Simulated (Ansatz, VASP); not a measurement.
## Si3Se2: VASP beside Ansatz

```
Si Se
1.0
    -1.87612    1.87612    8.94319
     1.87612   -1.87612    8.94319
     1.87612    1.87612   -8.94319
Si Se
3 2
Cartesian
  1.8761 0.0000 7.5588
  1.8761 0.0000 1.3844
  0.0000 0.0000 0.0000
  0.0000 0.0000 6.1294
  0.0000 0.0000 11.7570
```

Alike in both runs: task single point; functional PBE; k mesh 6 × 6 × 6; occupations gaussian, width 0.1 eV; no spin polarisation.

```csv
,VASP,Ansatz
version,VASP 6.6.1,Ansatz 0.2.0
potentials or method,"VASP PAW PBE potentials, release 64 (Si, Se), cutoff 500 eV","scalar-relativistic, plane waves, PAW"
valence electrons in the cell,24,44
```

VASP gave:

| Quantity | Value |
| --- | --- |
| gap on the k mesh at the Fermi level (eV) | none |
| pressure (GPa) | 0.2 |
| traceless stress, the component that is largest in VASP (GPa) | 0.26 |
| rms of the force components (eV/Å) | 0.046 |

Q: Which values does Ansatz return?

A: gap on the k mesh at the Fermi level (eV): none; pressure (GPa): 0.2; traceless stress, the component that is largest in VASP (GPa): 0.24; rms of the force components (eV/Å): 0.036.

Atom by atom the forces differ by 0.010 eV/Å (rms over components). A gap of «none» marks a metal or a gap that the smearing closes. VASP's potentials hold 24 valence electrons a cell and Ansatz's 44, so a difference there can come from the potentials and not from the codes.

The k mesh is coarse, so the values compare programs but aren't converged.
